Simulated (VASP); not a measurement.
# CaS (m.bgw) (Fm-3m) in VASP: single point with PBE

Aim: the single point of CaS (m.bgw) with PBE.

Program: VASP 6.6.1. These are calculated values, not measurements. Logs are shortened: lines on timing, memory, paths and dates and some standing lists are left out, and cuts for length are marked.

## (1) The cell of the first run

It takes space group Fm-3m (No. 225, cubic). The conventional cell has a = 5.712 Å, b = 5.712 Å, c = 5.712 Å, α = 90.00°, β = 90.00°, γ = 90.00°. Within 3.8 Å of Ca (site symmetry m-3m) lie 6 S at 2.86 Å. Within 3.8 Å of S (site symmetry m-3m) lie 6 Ca at 2.86 Å.

## (2) Single point, PBE

INCAR

```
SYSTEM = CaS
PREC = Accurate ; ENCUT = 500
EDIFF = 1E-6 ; ISMEAR = 0
SIGMA = 0.01 ; LREAL = .FALSE.
LASPH = .TRUE. ; NELM = 120
ALGO = Normal ; ISIF = 2
LWAVE = .FALSE. ; LCHARG = .FALSE.
GGA = PE ; NBANDS = 15
GGA_COMPAT = .FALSE.
```

KPOINTS

```
regular mesh
0
G
  4 4 4
  0 0 0
```

POSCAR

```
CaS
1.0
    0.0000000000      2.8559074766      2.8559074766
    2.8559074766      0.0000000000      2.8559074766
    2.8559074766      2.8559074766      0.0000000000
Ca S
1 1
Direct
    0.0000000000      0.0000000000      0.0000000000
    0.5000000000      0.5000000000      0.5000000000
```

Potentials or basis: VASP PAW PBE potentials, release 64 (Ca_sv, S).

On the command line:

```bash
cat potpaw_PBE.64/Ca_sv/POTCAR potpaw_PBE.64/S/POTCAR > POTCAR
mpirun -np 1 vasp_std > vasp.out
```

OUTCAR:

```text
SYSTEM = CaS
   PREC = Accurate
   ENCUT = 500
   EDIFF = 1E-6
   ISMEAR = 0
   LREAL = .FALSE.
   LASPH = .TRUE.
   NELM = 120
   ISIF = 2
   GGA = PE

 ion  position               nearest neighbor table
   1  0.000  0.000  0.000-   2 2.86   2 2.86   2 2.86   2 2.86   2 2.86   2 2.86
   2  0.500  0.500  0.500-   1 2.86   1 2.86   1 2.86   1 2.86   1 2.86   1 2.86

  LATTYP: Found a face centered cubic cell.
 ALAT       =     5.7118149532

  Lattice vectors:

 A1 = (   0.0000000000,   2.8559074766,   2.8559074766)
 A2 = (   2.8559074766,   0.0000000000,   2.8559074766)
 A3 = (   2.8559074766,   2.8559074766,   0.0000000000)

Analysis of symmetry for initial positions (statically):
=====================================================================
 Subroutine PRICEL returns:
 Original cell was already a primitive cell.

 Routine SETGRP: Setting up the symmetry group for a
 face centered cubic supercell.

 Subroutine GETGRP returns: Found 48 space group operations
 (whereof 48 operations were pure point group operations)
 out of a pool of 48 trial point group operations.

The static configuration has the point symmetry O_h .

Analysis of symmetry for dynamics (positions and initial velocities):
=====================================================================
 Subroutine PRICEL returns:
 Original cell was already a primitive cell.

 Routine SETGRP: Setting up the symmetry group for a
 face centered cubic supercell.

 Subroutine GETGRP returns: Found 48 space group operations
 (whereof 48 operations were pure point group operations)
 out of a pool of 48 trial point group operations.

The dynamic configuration has the point symmetry O_h .

 Subroutine INISYM returns: Found 48 space group operations
 (whereof 48 operations are pure point group operations),
 and found     1 'primitive' translations

----------------------------------------------------------------------------------------

                                     Primitive cell

  volume of cell :      46.5867

  direct lattice vectors                    reciprocal lattice vectors
     0.000000000  2.855907477  2.855907477    -0.175075700  0.175075700  0.175075700
     2.855907477  0.000000000  2.855907477     0.175075700 -0.175075700  0.175075700
     2.855907477  2.855907477  0.000000000     0.175075700  0.175075700 -0.175075700

  length of vectors
     4.038863086  4.038863086  4.038863086     0.303240007  0.303240007  0.303240007

  position of ions in fractional coordinates (direct lattice)
     0.000000000  0.000000000  0.000000000
     0.500000000  0.500000000  0.500000000

  ion indices of the primitive-cell ions
   primitive index   ion index
                 1           1
                 2           2

----------------------------------------------------------------------------------------

 KPOINTS: regular mesh

Automatic generation of k-mesh.
 Grid dimensions read from file:
 generate k-points for:    4    4    4

 Generating k-lattice:

  Cartesian coordinates                     Fractional coordinates (reciprocal lattice)
    -0.043768925  0.043768925  0.043768925     0.250000000  0.000000000  0.000000000
     0.043768925 -0.043768925  0.043768925     0.000000000  0.250000000  0.000000000
     0.043768925  0.043768925 -0.043768925     0.000000000  0.000000000  0.250000000

  Length of vectors
     0.075810002  0.075810002  0.075810002

  Shift w.r.t. Gamma in fractional coordinates (k-lattice)
     0.000000000  0.000000000  0.000000000

 Subroutine IBZKPT returns following result:
 ===========================================

 Found      8 irreducible k-points:

 Following reciprocal coordinates:
            Coordinates               Weight
  0.000000  0.000000  0.000000      1.000000
  0.250000  0.000000  0.000000      8.000000
  0.500000  0.000000  0.000000      4.000000
  0.250000  0.250000  0.000000      6.000000
  0.500000  0.250000  0.000000     24.000000
 -0.250000  0.250000  0.000000     12.000000
  0.500000  0.500000  0.000000      3.000000
 -0.250000  0.500000  0.250000      6.000000
   k-points           NKPTS =      8   k-points in BZ     NKDIM =      8   number of bands    NBANDS=     15
   number of dos      NEDOS =    301   number of ions     NIONS =      2
   total plane-waves  NPLWV =  27000
   dimension x,y,z NGX =    30 NGY =   30 NGZ =   30
   dimension x,y,z NGXF=    60 NGYF=   60 NGZF=   60
   ions per type =               1   1
   NGX,Y,Z   is equivalent  to a cutoff of  12.35, 12.35, 12.35 a.u.
   NGXF,Y,Z  is equivalent  to a cutoff of  24.70, 24.70, 24.70 a.u.
 SYSTEM =  CaS
   PREC   = accura    normal or accurate (medium, high low for compatibility)
   ISTART =      0    job   : 0-new  1-cont  2-samecut
   ICHARG =      2    charge: 1-file 2-atom 10-const
   ISPIN  =      1    spin polarized calculation?
   LNONCOLLINEAR =      F non collinear calculations
   LSORBIT =      F    spin-orbit coupling
   LASPH  =      T    aspherical Exc in radial PAW
   ENCUT  =  500.0 eV  36.75 Ry    6.06 a.u.   7.36  7.36  7.36*2*pi/ulx,y,z
   NELM   =    120;   NELMIN=  2; NELMDL= -5     # of ELM steps
   EDIFF  = 0.1E-05   stopping-criterion for ELM
   LREAL  =      F    real-space projection
   EDIFFG = 0.1E-04   stopping-criterion for IOM
   NSW    =      0    number of steps for IOM
   IBRION =     -1    ionic relax: 0-MD 1-quasi-New 2-CG
   NFREE  =      0    steps in history (QN), initial steepest desc. (CG)
   ISIF   =      2    stress and relaxation
   ISYM   =      2    0-nonsym 1-usesym 2-fastsym
   POTIM  = 0.5000    time-step for ionic-motion
   TEBEG  =    0.0;   TEEND  =   0.0 temperature during run
   PSTRESS=    0.0 pullay stress
   NELECT =      16.0000    total number of electrons
   NUPDOWN=      -1.0000    fix difference up-down
   EMIN   =  10.00;   EMAX   =-10.00  energy-range for DOS
   EFERMI =   0.00;   METHOD = LEGACY
   ISMEAR =     0;   SIGMA  =   0.01  broadening in eV -4-tet -1-fermi 0-gaus
   EFERMI_NEDOS =   21; number of points for ismear=-14 and -15
   IALGO  =     38    algorithm
   IMIX   =      4    mixing-type and parameters
     AMIX     =   0.40;   BMIX     =  1.00
     AMIX_MAG =   1.60;   BMIX_MAG =  1.00
  volume/ion in A,a.u.               =      23.29       157.19
  Fermi-wavevector in a.u.,A,eV,Ry     =   1.146465  2.166504 17.883244  1.314381
  Thomas-Fermi vector in A             =   2.283149
   LORBIT       =      0    0 simple, 1 ext, 2 COOP (PROOUT), +10 PAW based schemes
   GGA     = PE    functional components
   LHFCALC =     F    Hartree Fock is set to
   AEXX    =    0.0000 exact exchange contribution
   IVDW    =     0    specifies the selected vdW correction
   LEPSILON=     F    determine dielectric tensor
   LRPA    =     F    only Hartree local field effects (RPA)
 non-spin polarized calculation
 Gauss-broadening in eV      SIGMA  =   0.01
  energy-cutoff  :      500.00
  volume of cell :       46.59
 maximum number of plane-waves:      1243
 NGX is ok and might be reduce to    30
   NGX = 15   NGY = 15   NGZ = 15

 number of electron      16.0000004 magnetization

 Free energy of the ion-electron system (eV)
  ---------------------------------------------------
  ext. energy  EPLUGINS =         0.00000000
  ---------------------------------------------------
  free energy    TOTEN  =       -10.35394403 eV

  energy without entropy =      -10.35394403  energy(sigma->0) =      -10.35394403

 E-fermi :   2.8435     XC(G=0):  -9.2742

 val. band max:        2.6753012803   @ k =   0.0000   0.0000   0.0000
 cond. band min:       5.0440184966   @ k =   0.5000   0.5000   0.0000
 fundamental gap:      2.3687172163
 Fermi energy:         2.8435225183

 k-point     1 :       0.0000    0.0000    0.0000
  band No.  band energies     occupation
      1     -36.5665      2.00000
      2     -17.5452      2.00000
      3     -17.5452      2.00000
      4     -17.5452      2.00000
      5      -8.6208      2.00000
      6       2.6753      2.00000
      7       2.6753      2.00000
      8       2.6753      2.00000
      9       6.7639      0.00000
     10       6.8313      0.00000
     11       6.8313      0.00000
     12       6.8313      0.00000
     13       7.4168      0.00000
     14       7.4168      0.00000
     15      13.5151      0.00000

 k-point     2 :       0.2500    0.0000    0.0000
  band No.  band energies     occupation
      1     -36.5611      2.00000
      2     -17.6264      2.00000
      3     -17.5515      2.00000
      4     -17.5515      2.00000
      5      -8.2479      2.00000
      6       0.8667      2.00000
      7       2.0167      2.00000
      8       2.0167      2.00000
      9       6.9445      0.00000
     10       7.6289      0.00000
     11       7.6289      0.00000
     12       8.8197      0.00000
     13       8.8197      0.00000
     14       8.8730      0.00000
     15      12.9778      0.00000

 k-point     3 :       0.5000    0.0000    0.0000
  band No.  band energies     occupation
      1     -36.5557      2.00000
      2     -17.7049      2.00000
      3     -17.5579      2.00000
      4     -17.5579      2.00000
      5      -7.8281      2.00000
      6      -0.3892      2.00000
      7       1.5343      2.00000
      8       1.5343      2.00000
      9       7.8721      0.00000
     10       8.6985      0.00000
     11       8.8330      0.00000
     12       8.8330      0.00000
     13      10.7559      0.00000
     14      10.7559      0.00000
     15      11.4921      0.00000

 k-point     4 :       0.2500    0.2500    0.0000
  band No.  band energies     occupation
      1     -36.5594      2.00000
      2     -17.6146      2.00000
      3     -17.5685      2.00000
      4     -17.5685      2.00000
      5      -8.2182      2.00000
      6       0.7308      2.00000
      7       2.1478      2.00000
      8       2.1478      2.00000
      9       5.7877      0.00000
     10       7.8075      0.00000
     11       7.8175      0.00000
     12       8.5406      0.00000
     13       8.5406      0.00000
     14      11.0158      0.00000
     15      12.5045      0.00000

 k-point     5 :       0.5000    0.2500    0.0000
  band No.  band energies     occupation
      1     -36.5540      2.00000
      2     -17.6648      2.00000
      3     -17.5945      2.00000
      4     -17.5749      2.00000
      5      -7.9186      2.00000
      6       0.2552      2.00000
      7       1.2255      2.00000
      8       1.6956      2.00000
      9       6.4857      0.00000
     10       8.9282      0.00000
     11       9.0363      0.00000
     12       9.1785      0.00000
     13       9.3952      0.00000
     14      10.2582      0.00000
     15      11.5198      0.00000

 k-point     6 :      -0.2500    0.2500    0.0000
  band No.  band energies     occupation
      1     -36.5557      2.00000
      2     -17.6569      2.00000
      3     -17.5979      2.00000
      4     -17.5580      2.00000
      5      -7.9461      2.00000
      6       0.2333      2.00000
      7       1.3448      2.00000
      8       1.5949      2.00000
      9       7.7884      0.00000
     10       8.1246      0.00000
     11       8.2691      0.00000
     12       8.6838      0.00000
     13       9.7919      0.00000
     14      10.7397      0.00000
     15      12.5323      0.00000

 k-point     7 :       0.5000    0.5000    0.0000
  band No.  band energies     occupation
      1     -36.5523      2.00000
      2     -17.6628      2.00000
      3     -17.5919      2.00000
      4     -17.5919      2.00000
      5      -8.0053      2.00000
      6       0.4159      2.00000
      7       1.8746      2.00000
      8       1.8746      2.00000
      9       5.0440      0.00000
     10       8.2509      0.00000
     11       8.6434      0.00000
     12       9.3976      0.00000
     13       9.4159      0.00000
     14       9.4159      0.00000
     15      12.9673      0.00000

 k-point     8 :      -0.2500    0.5000    0.2500
  band No.  band energies     occupation
      1     -36.5522      2.00000
      2     -17.6274      2.00000
      3     -17.6274      2.00000
      4     -17.6014      2.00000
      5      -7.8932      2.00000
      6       0.9096      2.00000
      7       0.9096      2.00000
      8       1.1418      2.00000
      9       7.4839      0.00000
     10       7.4839      0.00000
     11       8.6370      0.00000
     12       9.0546      0.00000
     13       9.4240      0.00000
     14      11.9043      0.00000
     15      12.7028      0.00000

------------------------ aborting loop because EDIFF is reached ----------------------------------------

  FORCE on cell =-STRESS in cart. coord.  units (eV):
  Direction    XX          YY          ZZ          XY          YZ          ZX
  --------------------------------------------------------------------------------------
  -------------------------------------------------------------------------------------
  Total        0.0702935      0.0702935      0.0702935      0.0000000      0.0000000      0.0000000
  in kB        2.4174830      2.4174830      2.4174830      0.0000000      0.0000000      0.0000000
  external PRESSURE =       2.4174830 kB  Pullay stress =       0.0000000 kB

 VOLUME and BASIS-vectors are now :
 -----------------------------------------------------------------------------
  energy-cutoff  :      500.00
  volume of cell :       46.59
      direct lattice vectors                 reciprocal lattice vectors
     0.000000000  2.855907477  2.855907477    -0.175075700  0.175075700  0.175075700
     2.855907477  0.000000000  2.855907477     0.175075700 -0.175075700  0.175075700
     2.855907477  2.855907477  0.000000000     0.175075700  0.175075700 -0.175075700

 POSITION                                       TOTAL-FORCE (eV/Angst)
 -----------------------------------------------------------------------------------
      0.00000      0.00000      0.00000         0.000000      0.000000      0.000000
      2.85591      2.85591      2.85591        -0.000000     -0.000000     -0.000000
 -----------------------------------------------------------------------------------
    total drift:                               -0.000000      0.000000      0.000000

  FREE ENERGIE OF THE ION-ELECTRON SYSTEM (eV)
  ---------------------------------------------------
  free  energy   TOTEN  =       -10.3539440346 eV

  energy  without entropy=      -10.3539440346  energy(sigma->0) =      -10.35394403
```

Wall time 3.6 s (1 thread of Intel Xeon 6975P-C (Granite Rapids), shared host); peak memory 0.16 GiB.

What came out:

```
Free energy            : -10.3539 eV
Pressure               : 0.2 GPa
Band gap on the k mesh : 2.37 eV, indirect (least direct gap 3.17 eV)
```

Caveat: the k points lie up to 0.48 Å⁻¹ apart. A k mesh can miss the band edges.
